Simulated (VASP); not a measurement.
# KF (Fm-3m) in VASP: notebook, part 2 of 2

VASP 6.6.1. The steps go on from the part before.

### 3 Relaxation of the atoms, r2SCAN

This run uses another cell than the first one, of 19.55 Å³/atom.

POSCAR reads:

```
KF
1.0
    0.0000000000      2.6940468600      2.6940468600
    2.6940468600      0.0000000000      2.6940468600
    2.6940468600      2.6940468600      0.0000000000
K F
1 1
Direct
    0.0000000000      0.0000000000      0.0000000000
    0.5000000000      0.5000000000      0.5000000000
```

INCAR.step1 reads:

```
SYSTEM = KF
  PREC = Accurate
  ENCUT = 520
  ISMEAR = -1
  SIGMA = 0.02
  LREAL = .False.
  LASPH = .True.
  NELM = 60
  GGA = PE
  ALGO = Normal
  EDIFF = 1E-4
  LWAVE = .True.
  LCHARG = .False.
```

INCAR.step2 reads:

```
SYSTEM = KF
  PREC = Accurate
  ENCUT = 520
  EDIFF = 1E-6
  ISMEAR = -1
  SIGMA = 0.02
  LREAL = .False.
  LASPH = .True.
  NELM = 60
  ALGO = Normal
  ISIF = 2
  LWAVE = .False.
  LCHARG = .False.
  METAGGA = R2SCAN
  LMIXTAU = .True.
  IBRION = 2
  NSW = 50
  EDIFFG = -0.01
  ISTART = 1
```

KPOINTS reads:

```
Automatic mesh
0
Gamma
  10 10 10
  0 0 0
```

Potentials or basis: VASP PAW PBE potentials, release 64 (K_sv, F).

Run with:

```sh
$ cat potpaw_PBE.64/K_sv/POTCAR potpaw_PBE.64/F/POTCAR > POTCAR
$ cp INCAR.step1 INCAR
$ mpirun -np 1 vasp_std > vasp.out
$ cp INCAR.step2 INCAR
$ mpirun -np 1 vasp_std > vasp.out
```

OUTCAR:

```text
SYSTEM = KF
   PREC = Accurate
   ENCUT = 520
   EDIFF = 1E-6
   ISMEAR = -1
   LREAL = .False.
   LASPH = .True.
   NELM = 60
   ISIF = 2
   METAGGA = R2SCAN
   IBRION = 2
   NSW = 50
   EDIFFG = -0.01
   ISTART = 1

 ion  position               nearest neighbor table
   1  0.000  0.000  0.000-   2 2.69   2 2.69   2 2.69   2 2.69   2 2.69   2 2.69
   2  0.500  0.500  0.500-   1 2.69   1 2.69   1 2.69   1 2.69   1 2.69   1 2.69

  LATTYP: Found a face centered cubic cell.
 ALAT       =     5.3880937200

  Lattice vectors:

 A1 = (   0.0000000000,   2.6940468600,   2.6940468600)
 A2 = (   2.6940468600,   0.0000000000,   2.6940468600)
 A3 = (   2.6940468600,   2.6940468600,   0.0000000000)

Analysis of symmetry for initial positions (statically):
=====================================================================
 Subroutine PRICEL returns:
 Original cell was already a primitive cell.

 Routine SETGRP: Setting up the symmetry group for a
 face centered cubic supercell.

 Subroutine GETGRP returns: Found 48 space group operations
 (whereof 48 operations were pure point group operations)
 out of a pool of 48 trial point group operations.
[... 177 lines left out ...]
      6      -3.4114      2.00000
      7      -3.4114      2.00000
      8      -3.4114      2.00000
      9       3.2873      0.00000
     10       7.9728      0.00000
     11       7.9728      0.00000
     12       7.9728      0.00000
[... 331 lines left out ...]
 k-point    24 :       0.4000    0.3000    0.0000
  band No.  band energies     occupation
      1     -30.5228      2.00000
      2     -23.2191      2.00000
      3     -13.4373      2.00000
      4     -13.2640      2.00000
      5     -13.2530      2.00000
      6      -3.8031      2.00000
      7      -3.5137      2.00000
      8      -3.4936      2.00000
      9       5.8262      0.00000
     10       6.4179      0.00000
     11       9.3699      0.00000
     12      10.3430      0.00000

 [... further k-points ...]

------------------------ aborting loop because EDIFF is reached ----------------------------------------

  FORCE on cell =-STRESS in cart. coord.  units (eV):
  Direction    XX          YY          ZZ          XY          YZ          ZX
  --------------------------------------------------------------------------------------
  -------------------------------------------------------------------------------------
  Total       -0.3188487     -0.3188487     -0.3188487      0.0000000      0.0000000      0.0000000
  in kB      -13.0632077    -13.0632077    -13.0632077      0.0000000      0.0000000      0.0000000
  external PRESSURE =     -13.0632077 kB  Pullay stress =       0.0000000 kB

 VOLUME and BASIS-vectors are now :
 -----------------------------------------------------------------------------
  energy-cutoff  :      520.00
  volume of cell :       39.11
      direct lattice vectors                 reciprocal lattice vectors
     0.000000000  2.694046860  2.694046860    -0.185594396  0.185594396  0.185594396
     2.694046860  0.000000000  2.694046860     0.185594396 -0.185594396  0.185594396
     2.694046860  2.694046860  0.000000000     0.185594396  0.185594396 -0.185594396

 POSITION                                       TOTAL-FORCE (eV/Angst)
 -----------------------------------------------------------------------------------
      0.00000      0.00000      0.00000         0.000000      0.000000     -0.000000
      2.69405      2.69405      2.69405        -0.000000     -0.000000      0.000000
 -----------------------------------------------------------------------------------
    total drift:                                0.000000      0.000000      0.000000

  FREE ENERGIE OF THE ION-ELECTRON SYSTEM (eV)
  ---------------------------------------------------
  free  energy   TOTEN  =       -14.9685170505 eV

  energy  without entropy=      -14.9685170505  energy(sigma->0) =      -14.96851705

 reached required accuracy - stopping structural energy minimisation
```

Wall time 2 min (1 thread of Oxide Virtual Turin-like, shared host); peak memory 0.14 GiB.

Results:

| Item | Value |
| --- | --- |
| Free energy | -14.9685 eV |
| Pressure after relaxing | -1.3 GPa |
| Band gap on the k mesh | 6.70 eV |

Final structure:
```
K F
1.0
     0.00000    2.69405    2.69405
     2.69405    0.00000    2.69405
     2.69405    2.69405    0.00000
K F
1 1
Cartesian
  0.0000 0.0000 0.0000
  2.6940 2.6940 2.6940
```

Levels at points of the mesh, in eV from the valence-band top:
```
           k point  band 4  band 5  band 6  band 7  band 8  band 9  band 10  band 11  band 12
(0.00, 0.00, 0.00)   -9.70   -9.70    0.00    0.00    0.00    6.70    11.38    11.38    11.38
(0.50, 0.00, 0.00)   -9.73   -9.73   -0.74   -0.32   -0.32    9.57    11.06    12.81    12.81
(0.50, 0.50, 0.00)   -9.89   -9.89   -0.22   -0.06   -0.06    8.74    11.08    12.22    14.49
```

Caveat: the relaxation stopped at its first step, so nothing moved; the PAW data sets were made with another functional, which shifts forces and pressure a little. r2SCAN opens gaps a little over a GGA but as a rule still falls short of measured ones.
